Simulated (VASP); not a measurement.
A run of VASP 6.6.1 is set up as follows.

File POSCAR:

```
AgCl
1.0
    4.0048623878      0.0000000000      0.0000000000
   -2.0024311939      3.4683125665      0.0000000000
    0.0000000000      0.0000000000      6.2010351026
Ag Cl
2 2
Direct
    0.0000000000      0.0000000000      0.0000000000
    0.0000000000      0.0000000000      0.5000000000
    0.3333333333      0.6666666667      0.2500000000
    0.6666666667      0.3333333333      0.7500000000
```

INCAR.step1

```
SYSTEM = AgCl
ALGO = Normal
EDIFF = 1E-4
ENCUT = 520
GGA = PE
ISMEAR = 0
LASPH = .TRUE.
LCHARG = .FALSE.
LREAL = .FALSE.
LWAVE = .TRUE.
NBANDS = 26
NELM = 60
PREC = Accurate
SIGMA = 0.01
```

Contents of INCAR.step2:

```
SYSTEM = AgCl
ALGO = Normal
EDIFF = 1E-6
ENCUT = 520
ISIF = 2
ISMEAR = 0
ISTART = 1
LASPH = .TRUE.
LCHARG = .TRUE.
LELF = .TRUE.
LMIXTAU = .TRUE.
LREAL = .FALSE.
LVHAR = .TRUE.
LWAVE = .FALSE.
METAGGA = R2SCAN
NBANDS = 26
NELM = 60
PREC = Accurate
SIGMA = 0.01
```

Contents of KPOINTS:

```
k-points
0
G
  6 6 4
  0 0 0
```

Potentials or basis: VASP PAW PBE potentials, release 64 (Ag, Cl).

Command:

```bash
$ cat potpaw_PBE.64/Ag/POTCAR potpaw_PBE.64/Cl/POTCAR > POTCAR
$ cp INCAR.step1 INCAR
$ mpirun -np 1 vasp_std > vasp.out
$ cp INCAR.step2 INCAR
$ mpirun -np 1 vasp_std > vasp.out
```

What does it give for the band gap on the k mesh?

1.43 eV, direct.

What does it give for the pressure?

-0.1 GPa.

Caveat: the PAW data sets were made with another functional, which shifts forces and pressure a little. r2SCAN opens gaps a little over a GGA but as a rule still falls short of measured ones.
